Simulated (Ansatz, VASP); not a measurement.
Two plane-wave programs on Os

```xyz
1
Lattice="-1.5439 1.5439 1.5439 1.5439 -1.5439 1.5439 1.5439 1.5439 -1.5439" Properties=species:S:1:pos:R:3 pbc="T T T"
Os    0.0000    0.0000    0.0000
```

Alike in both runs: task single point; functional LDA; k mesh 16 × 16 × 16; occupations fermi-dirac, width 0.1 eV; no spin polarisation.

|  | VASP | Ansatz |
| --- | --- | --- |
| version | VASP 6.6.1 | Ansatz 0.2.0 |
| potentials or method | VASP PAW LDA potentials, release 64 (Os), cutoff 520 eV | plane waves (420 eV) with PAW, scalar-relativistic |
| valence electrons in the cell | 8 | 16 |

```csv
,VASP,Ansatz,Ansatz less VASP
pressure (GPa),-13.4,-14.2,-0.73
```

Ansatz warns that its potentials were made for another functional, while VASP's fit it. LDA's correlation is that of Perdew and Zunger in VASP and of Perdew and Wang (1992) in Ansatz. VASP's potentials hold 8 valence electrons a cell and Ansatz's 16, so a difference there can come from the potentials and not from the codes.

Neither program's run includes spin-orbit coupling.
